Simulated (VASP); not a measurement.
**Si: relaxation of shape and atoms at fixed volume with LDA**

Crystal: Si.

```xyz
4
Lattice="-3.2316 3.2316 1.8720 3.2316 -3.2316 1.8720 3.2316 3.2316 -1.8720" Properties=species:S:1:pos:R:3 pbc="T T T"
Si    1.1574    1.1574    0.0000
Si    2.0743    2.0743    1.8720
Si    2.0743   -2.0743    1.8720
Si   -2.0743    2.0743    1.8720
```

| Quantity | Value |
| --- | --- |
| Program | VASP 6.6.1 |
| Task | relaxation of shape and atoms at fixed volume |
| Functional | LDA |
| Potentials or basis | VASP PAW LDA potentials, release 64 (Si) |
| Cutoff | 600 eV |
| k mesh | 10 × 10 × 10 |
| Occupations | gaussian, width 0.01 eV |
| Spin | no spin polarisation |
| Dipole correction | no |
| Further INCAR settings | ALGO = Normal; EDIFF = 1e-06; IBRION = 2; EDIFFG = -0.01; NSW = 50; ISIF = 4 |

| Property | Result |
| --- | --- |
| Energy gained by relaxing | 0.1 meV/atom |
| Ionic steps | 5 |
| Pressure after relaxing | 6.3 GPa |
| Band gap on the k mesh | zero (filled and empty bands overlap) |

Step by step:
| step | energy change (eV) | largest force (eV/Å) | pressure (GPa) | volume (Å³) |
| --- | --- | --- | --- | --- |
| 1 | 0.0000 | 0.0507 | 6.31 | 78.20 |
| 2 | -0.0003 | 0.0157 | 6.28 | 78.20 |
| 3 | -0.0003 | 0.0162 | 6.28 | 78.20 |
| 4 | -0.0004 | 0.0058 | 6.25 | 78.20 |
| 5 | -0.0004 | 0.0001 | 6.26 | 78.20 |

Final structure:
```yaml
crystal:
  lattice:
    - [-3.22794, 3.22794, 1.87630]
    - [3.22794, -3.22794, 1.87630]
    - [3.22794, 3.22794, -1.87630]
  atoms:
    - { symbol: Si, position: [0.17939, 0.17939, 0.35877] }
    - { symbol: Si, position: [0.82061, 0.82061, 0.64123] }
    - { symbol: Si, position: [0.17939, 0.82061, 0.00000] }
    - { symbol: Si, position: [0.82061, 0.17939, 0.00000] }
```

Levels at points of the mesh, in eV from the Fermi level:
```csv
k point,band 5,band 6,band 7,band 8,band 9,band 10,band 11,band 12
"(0.00, 0.00, 0.00)",-4.12,-1.69,-1.69,-0.64,1.24,1.66,1.66,2.16
"(0.50, 0.00, 0.00)",-4.76,-3.85,-2.64,-1.54,0.56,2.38,2.90,3.41
"(0.50, 0.50, 0.00)",-3.14,-2.26,-2.13,-1.85,1.46,1.71,1.88,4.11
"(0.50, 0.50, 0.50)",-3.27,-0.32,0.01,0.01,0.08,3.57,3.86,4.19
```

Wall time 100 s on 1 thread of Intel(R) Xeon(R) 6975P-C (Granite Rapids) (shared host), peak memory 0.25 GiB.

Caveat: semilocal functionals underestimate gaps, and a narrow one can read as zero.
